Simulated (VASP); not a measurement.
# TiB2 (P6/mmm) in VASP: a series of runs, part 2 of 2

VASP 6.6.1. Earlier steps stand in the parts before.

### Step 3. Single point, PBE (biaxial strain in the a-b plane: +6.0 %, then relaxed in part)

INCAR

```
SYSTEM = TiB2
ALGO     = Normal         ! electronic algorithm
EDIFF    = 1E-6           ! SCF threshold, eV
ENCUT    = 520            ! plane-wave cutoff, eV
GGA      = PE             ! functional
ISIF     = 2              ! what is computed and relaxed
ISMEAR   = 0              ! smearing method
LASPH    = .True.         ! aspherical terms in the spheres
LCHARG   = .True.         ! write CHGCAR
LELF     = .True.         ! ELF
LREAL    = .False.        ! projectors in reciprocal space
LVHAR    = .True.       
LWAVE    = .False.        ! write WAVECAR
NBANDS   = 16             ! bands
NELM     = 100            ! most SCF steps
PREC     = Accurate       ! precision mode
SIGMA    = 0.1            ! smearing width, eV
```

KPOINTS

```
k-points
0
Gamma
  15 15 14
  0 0 0
```

POSCAR

```
TiB2
1.0
    3.2140731664      0.0000000000      0.0000000000
   -1.6070365832      2.7834690118      0.0000000000
    0.0000000000      0.0000000000      3.1425720048
Ti B
1 2
Direct
    0.0000000000      0.0000000000      0.0000000000
    0.3333333333      0.6666666667      0.5000000000
    0.6666666667      0.3333333333      0.5000000000
```

Potentials or basis: VASP PAW PBE potentials, release 64 (Ti_sv, B).

The run is started by

```sh
> cat potpaw_PBE.64/Ti_sv/POTCAR potpaw_PBE.64/B/POTCAR > POTCAR
> mpirun -np 1 vasp_std > vasp.out
```

OUTCAR:

```text
SYSTEM = TiB2
   EDIFF = 1E-6
   ENCUT = 520
   GGA = PE
   ISIF = 2
   ISMEAR = 0
   LASPH = .True.
   LREAL = .False.
   NELM = 100
   PREC = Accurate

 ion  position               nearest neighbor table
   1  0.000  0.000  0.000-   2 2.43   3 2.43   2 2.43   3 2.43   3 2.43   3 2.43   2 2.43   2 2.43
                             3 2.43   3 2.43   2 2.43   2 2.43
   2  0.333  0.667  0.500-   3 1.86   3 1.86   3 1.86   1 2.43   1 2.43   1 2.43   1 2.43   1 2.43
                             1 2.43
   3  0.667  0.333  0.500-   2 1.86   2 1.86   2 1.86   1 2.43   1 2.43   1 2.43   1 2.43   1 2.43
                             1 2.43

  LATTYP: Found a hexagonal cell.
[... 649 lines left out ...]
 [... further k-points ...]
[... 5 lines left out ...]
  --------------------------------------------------------------------------------------
  -------------------------------------------------------------------------------------
  Total       -5.6036231     -5.6036231      0.0213897      0.0000000     -0.0000000      0.0000000
  in kB     -319.3391135   -319.3391135      1.2189543      0.0000000     -0.0000000      0.0000000
  external PRESSURE =    -212.4864242 kB  Pullay stress =       0.0000000 kB

 VOLUME and BASIS-vectors are now :
 -----------------------------------------------------------------------------
  energy-cutoff  :      520.00
  volume of cell :       28.11
      direct lattice vectors                 reciprocal lattice vectors
     3.214073166  0.000000000  0.000000000     0.311131685  0.179631962  0.000000000
    -1.607036583  2.783469012  0.000000000     0.000000000  0.359263924  0.000000000
     0.000000000  0.000000000  3.142572005     0.000000000  0.000000000  0.318210688

 POSITION                                       TOTAL-FORCE (eV/Angst)
 -----------------------------------------------------------------------------------
      0.00000      0.00000      0.00000        -0.000000      0.000000     -0.000000
     -0.00000      1.85565      1.57129         0.000000      0.000000     -0.000000
      1.60704      0.92782      1.57129        -0.000000      0.000000      0.000000
 -----------------------------------------------------------------------------------
    total drift:                               -0.000000      0.000000      0.000000

  FREE ENERGIE OF THE ION-ELECTRON SYSTEM (eV)
  ---------------------------------------------------
  free  energy   TOTEN  =       -24.0934868189 eV

  energy  without entropy=      -24.0912947893  energy(sigma->0) =      -24.09239080
```

stdout:

```text
POSCAR found type information on POSCAR TiB
 POSCAR found :  2 types and       3 ions
 scaLAPACK will be used
 LDA part: xc-table for (Slater+PW92), standard interpolation
 POSCAR, INCAR and KPOINTS ok, starting setup
 FFT: planning ... GRIDC
 FFT: planning ... GRID_SOFT
 FFT: planning ... GRID
 WAVECAR not read
 entering main loop
```

It took 1.9 min on 1 thread of Intel Xeon 8259CL, shared host; peak memory 0.21 GiB.

What came out:

```yaml
Free_energy: -24.0935 eV
Pressure: -21.2 GPa
Band_gap_on_the_k_mesh: zero (band 9 reaches 9.50 eV, above the bottom of band 10 at 8.39 eV)
```

Stress tensor (GPa, compression positive):
```
-31.93   0.00   0.00
  0.00 -31.93   0.00
  0.00   0.00   0.12
```

Levels at points of the mesh, in eV from the Fermi level:
```
           k point  band 7  band 8  band 9  band 10  band 11  band 12
(0.00, 0.00, 0.00)   -2.85   -1.63   -1.23     1.80     1.80     3.79
(0.00, 0.00, 0.50)   -0.69   -0.69   -0.58    -0.58     0.44     0.44
```

Caveat: the cell differs from its parent crystal (biaxial strain in the a-b plane: +6.0 %, then relaxed in part).

### Step 4. Relaxation of cell and atoms, PBE

This run uses another cell than the first one, of 8.53 Å³/atom, 0.921 times its volume.

INCAR

```
ALGO = Normal
EDIFF = 1E-6
EDIFFG = -0.005
ENCUT = 600
GGA = PE
IBRION = 2
ISIF = 3
ISMEAR = 0
LASPH = T
LCHARG = F
LREAL = F
LWAVE = F
NELM = 60
NSW = 100
PREC = Accurate
SIGMA = 0.1
```

KPOINTS

```
k-points
0
Gamma
  15 15 14
```

POSCAR

```
TiB2
1.0
    3.0259273119      0.0000000000      0.0000000000
   -1.5129636559      2.6205299221      0.0000000000
    0.0000000000      0.0000000000      3.2287677100
Ti B
1 2
Direct
    0.0000000000      0.0000000000      0.0000000000
    0.3333333300      0.6666666700      0.5000000000
    0.6666666700      0.3333333300      0.5000000000
```

Potentials or basis: VASP PAW PBE potentials, release 64 (Ti_sv, B).

The run is started by

```sh
> cat potpaw_PBE.64/Ti_sv/POTCAR potpaw_PBE.64/B/POTCAR > POTCAR
> mpirun -np 1 vasp_std > vasp.out
```

OUTCAR:

```text
EDIFF = 1E-6
   EDIFFG = -0.005
   ENCUT = 600
   GGA = PE
   IBRION = 2
   ISIF = 3
   ISMEAR = 0
   LASPH = T
   LREAL = F
   NELM = 60
   NSW = 100
   PREC = Accurate

 ion  position               nearest neighbor table
   1  0.000  0.000  0.000-   2 2.38   3 2.38   2 2.38   3 2.38   2 2.38   2 2.38   3 2.38   3 2.38
                             3 2.38   3 2.38   2 2.38   2 2.38
   2  0.333  0.667  0.500-   3 1.75   3 1.75   3 1.75   1 2.38   1 2.38   1 2.38   1 2.38   1 2.38
                             1 2.38
   3  0.667  0.333  0.500-   2 1.75   2 1.75   2 1.75   1 2.38   1 2.38   1 2.38   1 2.38   1 2.38
                             1 2.38

  LATTYP: Found a hexagonal cell.
 ALAT       =     3.0259273119
 C/A-ratio  =     1.0670341278

  Lattice vectors:

 A1 = (   3.0259273119,   0.0000000000,   0.0000000000)
 A2 = (  -1.5129636559,   2.6205299221,   0.0000000000)
 A3 = (   0.0000000000,   0.0000000000,   3.2287677100)

Analysis of symmetry for initial positions (statically):
[... 232 lines left out ...]
      9       7.8487      2.00000
     10      11.8174      0.00000
     11      11.8174      0.00000
     12      13.5858      0.00000
     13      13.5858      0.00000
[... 478 lines left out ...]
--------------------------------------- Ionic step        5  -------------------------------------------

 number of electron      18.0000002 magnetization

 Free energy of the ion-electron system (eV)
  ---------------------------------------------------
  ext. energy  EPLUGINS =         0.00000000
  ---------------------------------------------------
  free energy    TOTEN  =       -24.43210275 eV

  energy without entropy =      -24.43022051  energy(sigma->0) =      -24.43116163

 E-fermi :  10.0173     XC(G=0): -12.7649

 val. band max:        9.9727151655   @ k =   0.2667   0.2000   0.0000
 cond. band min:      10.0176330268   @ k =   0.2000   0.2000   0.1429
 fundamental gap:      0.0449178613
 Fermi energy:        10.0172639539

 k-point     1 :       0.0000    0.0000    0.0000
  band No.  band energies     occupation
      1     -46.9667      2.00000
      2     -23.3190      2.00000
      3     -23.0056      2.00000
      4     -23.0056      2.00000
      5      -3.5102      2.00000
      6       7.3757      2.00000
      7       7.3757      2.00000
      8       7.6863      2.00000
      9       7.8837      2.00000
     10      11.8771      0.00000
     11      11.8771      0.00000
     12      13.6498      0.00000
     13      13.6498      0.00000
[... 398 lines left out ...]
  FREE ENERGIE OF THE ION-ELECTRON SYSTEM (eV)
  ---------------------------------------------------
  free  energy   TOTEN  =       -24.4321027466 eV

  energy  without entropy=      -24.4302205100  energy(sigma->0) =      -24.43116163

 reached required accuracy - stopping structural energy minimisation
```

OSZICAR:

```text
N       E                     dE             d eps       ncg     rms          rms(c)
DAV:   1     0.138819970793E+03    0.13882E+03   -0.10213E+04  5616   0.175E+03
[... 36 lines left out ...]
       N       E                     dE             d eps       ncg     rms          rms(c)
DAV:   1    -0.244322635684E+02   -0.20567E-03   -0.69857E-03  6171   0.139E+00    0.119E-01
DAV:   2    -0.244321365657E+02    0.12700E-03   -0.70948E-04  5722   0.385E-01    0.448E-02
DAV:   3    -0.244321036503E+02    0.32915E-04   -0.75929E-05  8617   0.812E-02    0.198E-02
DAV:   4    -0.244321002527E+02    0.33976E-05   -0.28964E-05  8516   0.517E-02    0.888E-03
DAV:   5    -0.244321030052E+02   -0.27525E-05   -0.43504E-06  5856   0.259E-02    0.459E-03
DAV:   6    -0.244321027466E+02    0.25857E-06   -0.68090E-07  3136   0.935E-03
   5 F= -.24432103E+02 E0= -.24431162E+02  d E =-.454523E-04
```

Wall time 5.4 min (1 thread of Intel Xeon 8259CL, shared host); peak memory 0.23 GiB.

Results:

```
Free energy                            : -24.4321 eV
Relaxed volume                         : 8.56 Å³/atom
Relaxed cell                           : a = 3.032 Å, b = 3.032 Å, c = 3.225 Å, α = 90.00°, β = 90.00°, γ = 120.00°
Space group after relaxing (to 0.05 Å) : P6/mmm (No. 191)
Energy gained by relaxing              : 0.2 meV/atom
Ionic steps                            : 5
Pressure after relaxing                : 0.0 GPa
Band gap on the k mesh                 : zero (band 9 reaches 10.39 eV, above the bottom of band 10 at 9.80 eV)
```

The path:
```tsv
step	energy change (eV)	largest force (eV/Å)	pressure (GPa)	volume (Å³)
1	0.0000	0.0000	0.95	25.60
2	-0.0002	0.0000	-1.02	25.79
3	-0.0005	0.0000	-0.24	25.70
4	-0.0005	0.0000	-0.15	25.70
5	-0.0005	0.0000	0.04	25.68
```

Final structure:
```
Ti B
1.0
     3.03235    0.00000    0.00000
    -1.51618    2.62609    0.00000
     0.00000    0.00000    3.22454
Ti B
1 2
Direct
  0.00000 0.00000 0.00000
  0.33333 0.66667 0.50000
  0.66667 0.33333 0.50000
```

### Step 5. Summary

```csv
task,cell,cutoff (eV),gap on the mesh (eV),pressure (GPa)
single point,"a = 3.214, b = 3.214, c = 3.107 Å, angles 90.0, 90.0, 120.0°, 3 atoms",520,none,-19.4
single point,"a = 3.214, b = 3.214, c = 3.143 Å, angles 90.0, 90.0, 120.0°, 3 atoms",520,none,-21.2
relaxation of cell and atoms,"relaxed from a = 3.026, b = 3.026, c = 3.229 Å, angles 90.0, 90.0, 120.0°, 3 atoms",600,none,0.0
```

Alike in all rows: level PBE; potentials or basis VASP PAW PBE potentials, release 64 (Ti_sv, B); no spin polarisation; k mesh 15 × 15 × 14; smearing gaussian 0.1 eV.

Total energies depend on the potentials used, so only differences within one code and one set of settings carry meaning.
